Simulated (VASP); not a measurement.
Input of a VASP 6.6.1 run:

The input POSCAR:

```
RuAu
1.0
    3.1051742876      0.0000000000      0.0000000000
    0.0000000000      3.1051742876      0.0000000000
    0.0000000000      0.0000000000      3.1051742876
Ru Au
1 1
Direct
    0.0000000000      0.0000000000      0.0000000000
    0.5000000000      0.5000000000      0.5000000000
```

The input INCAR.step1:

```
  ALGO = Normal
  EDIFF = 1E-5
  ENCUT = 520
  GGA = PE
  ISIF = 2
  ISMEAR = -1
  LASPH = True
  LCHARG = False
  LREAL = False
  LWAVE = True
  NBANDS = 20
  NELM = 80
  PREC = Accurate
  SIGMA = 0.05
```

The input INCAR.step2:

```
  AEXX = 0.25
  ALGO = Normal
  EDIFF = 1E-6
  ENCUT = 520
  GGA = PS
  HFSCREEN = 0.207
  ISIF = 2
  ISMEAR = -1
  ISTART = 1
  LASPH = True
  LCHARG = False
  LHFCALC = True
  LREAL = False
  LWAVE = False
  NBANDS = 20
  NELM = 80
  PREC = Accurate
  PRECFOCK = Normal
  SIGMA = 0.05
```

The input KPOINTS:

```
k-points
0
Gamma
  4 4 4
```

Potentials or basis: VASP PAW PBE potentials, release 64 (Ru_pv, Au).

Command:

```bash
$ cat potpaw_PBE.64/Ru_pv/POTCAR potpaw_PBE.64/Au/POTCAR > POTCAR
$ cp INCAR.step1 INCAR
$ mpirun -np 1 vasp_std > vasp.out
$ cp INCAR.step2 INCAR
$ mpirun -np 1 vasp_std > vasp.out
```

(1) Estimate the pressure.

(2) Predict the band gap on the k mesh.

Answers

(1) 0.2 GPa.

(2) zero (an odd number of electrons rules out a gap without spin polarisation).

Caveat: the k points lie up to 0.51 Å⁻¹ apart, too coarse for converged energies and pressures of a metal; the PAW data sets were made with another functional, which shifts forces and pressure a little; spin-orbit coupling is left out, which moves the levels of the heavy elements.
